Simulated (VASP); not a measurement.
Runs of VASP 6.6.1 on PbS. The structure is that of space group Fm-3m (No. 225), or close to it. The cells are those of the table. 

```tsv
cell	gap on the mesh (eV)	pressure (GPa)
a = 4.099, b = 4.099, c = 4.067 Å, angles 60.3, 60.3, 59.5°, 2 atoms	0.28	7.1
a = 4.131, b = 4.131, c = 4.067 Å, angles 60.5, 60.5, 59.0°, 2 atoms	0.33	5.9
a = 4.194, b = 4.194, c = 4.130 Å, angles 60.5, 60.5, 59.0°, 2 atoms	0.53	2.5
a = 4.099, b = 4.099, c = 4.130 Å, angles 59.7, 59.7, 60.5°, 2 atoms	0.35	(b)
a = 4.130 Å, angles 60.0°, 2 atoms	0.43	4.5
a = 4.288, b = 4.288, c = 4.256 Å, angles 60.2, 60.2, 59.5°, 2 atoms	0.82	-2.0
a = 4.195, b = 4.195, c = 4.067 Å, angles 61.0, 61.0, 58.0°, 2 atoms	0.38	4.1
a = 4.163, b = 4.163, c = 4.067 Å, angles 60.8, 60.8, 58.5°, 2 atoms	0.36	(a)
```

Alike in all rows: task single point; level r2SCAN; potentials or basis VASP PAW PBE potentials, release 64 (Pb_d, S); no spin polarisation; k mesh 8 × 8 × 8; cutoff (eV) 520; smearing gaussian 0.05 eV.

Question: Estimate the missing entries.

Answer: (a) 4.9; (b) 5.8.

Caveats: the PAW data sets were made with another functional, which shifts forces and pressure a little; spin-orbit coupling is left out, which moves the levels of the heavy elements; the cell stands under pressure (at least some runs).

A k mesh can miss the band edges, and the runs leave out spin-orbit coupling on Pb.
